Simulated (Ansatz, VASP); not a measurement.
## Si16O: VASP beside Ansatz

```
CELL_PARAMETERS angstrom
0.00000 5.43000 5.43000
5.43000 0.00000 5.43000
5.43000 5.43000 0.00000
ATOMIC_POSITIONS crystal
Si 0.99791 0.99138 0.99789
Si 0.11919 0.12072 0.12227
Si 0.99789 0.99857 0.49665
Si 0.12609 0.11962 0.62215
Si 0.99484 0.49482 0.01236
Si 0.08061 0.61623 0.17815
Si 0.96831 0.49053 0.55037
Si 0.12083 0.62461 0.63696
Si 0.49327 0.99830 0.97964
Si 0.62693 0.14954 0.06822
Si 0.50073 0.03851 0.44037
Si 0.62387 0.12477 0.60412
Si 0.45218 0.50551 0.04374
Si 0.62124 0.62239 0.12333
Si 0.49682 0.49850 0.49327
Si 0.61201 0.66723 0.57523
O 0.42902 0.68599 0.80983
```

Alike in both runs: functional PBEsol; k mesh 2 × 2 × 2; occupations fermi-dirac, width 0.05 eV; collinear spin.

Ansatz relaxed the structure, and its values are those at the end. VASP's run is a single point on that final structure, the one shown.

```csv
,VASP,Ansatz
version,VASP 6.6.1,Ansatz 0.2.0
potentials or method,"VASP PAW PBE potentials, release 64 (Si, O), cutoff 520 eV","scalar-relativistic, plane waves, PAW"
valence electrons in the cell,70,70
```

```tsv
	VASP	Ansatz	Ansatz less VASP
rms of the force components (eV/Å)	0.024	0.018	-0.0066
net moment per atom (μB)	0.00	0.00	0.000
```

VASP's potentials were made for PBE, not for PBEsol, and Ansatz warns of the same on its side. Ansatz's warnings: seeded moment not kept.

The k mesh is coarse, so the values compare programs but aren't converged.
